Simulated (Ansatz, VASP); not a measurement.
# Sc in VASP and in Ansatz

File INCAR:

```
SYSTEM = Sc
  ALGO = Normal
  EDIFF = 1E-6
  ENCUT = 520
  GGA = CA
  ISIF = 2
  ISMEAR = -1
  LASPH = .True.
  LCHARG = .False.
  LREAL = .False.
  LWAVE = .False.
  NBANDS = 24
  NELM = 60
  PREC = Accurate
  SIGMA = 0.1
```

KPOINTS

```
k-points
0
Gamma
  8 8 11
  0 0 0
```

Contents of POSCAR:

```
Sc
1.0
    4.7635246342      0.0000000000      0.0000000000
   -2.3817623171      4.1253333448      0.0000000000
    0.0000000000      0.0000000000      3.0038450687
Sc
3
Direct
    0.0000000000      1.0000000000      0.0000000000
    0.3333333333      0.6666666667      0.5000000000
    0.6666666667      0.3333333333      0.5000000000
```

Input for Ansatz:

```yaml
crystal:
  lattice:
    - [4.7635246342, 0.0, 0.0]
    - [-2.3817623171, 4.1253333448, 0.0]
    - [0.0, 0.0, 3.0038450687]
  atoms:
    - { symbol: Sc, position: [0.0, 1.0, 0.0] }
    - { symbol: Sc, position: [0.3333333333, 0.6666666667, 0.5] }
    - { symbol: Sc, position: [0.6666666667, 0.3333333333, 0.5] }
hamiltonian:
  xc: lda
  pseudopotentials:
    kind: paw
    azcp:
      Sc: "pseudopotentials/Sc.paw.azcp"
basis:
  ecutwfc: 420
  fft_grid_basis: typed
kpoints:
  mp_grid: { grid: [8, 8, 11], shift: [0, 0, 0] }
magnetization:
  spin_polarized: false
scf:
  occupations: { method: fermi_dirac, width: 0.1 }
  lower_state_search: "off"
output:
  stress: true
```

Alike in both runs: task single point; functional LDA; k mesh 8 × 8 × 11; occupations fermi-dirac, width 0.1 eV; no spin polarisation.

```csv
,VASP,Ansatz
version,VASP 6.6.1,Ansatz 0.2.0
potentials or method,"VASP PAW LDA potentials, release 64 (Sc_sv), cutoff 520 eV","plane waves (420 eV) with PAW, scalar-relativistic"
valence electrons in the cell,33,33
```

VASP gave:

| Item | Value |
| --- | --- |
| pressure (GPa) | 9.4 |
| traceless stress, the component that is largest in VASP (GPa) | -0.20 |

**Question.** Estimate Ansatz's values.

**Answer.** Pressure (GPa): 9.2; traceless stress, the component that is largest in VASP (GPa): -0.17.

Ansatz warns that its potentials were made for another functional, while VASP's fit it. LDA's correlation is that of Perdew and Zunger in VASP and of Perdew and Wang (1992) in Ansatz.
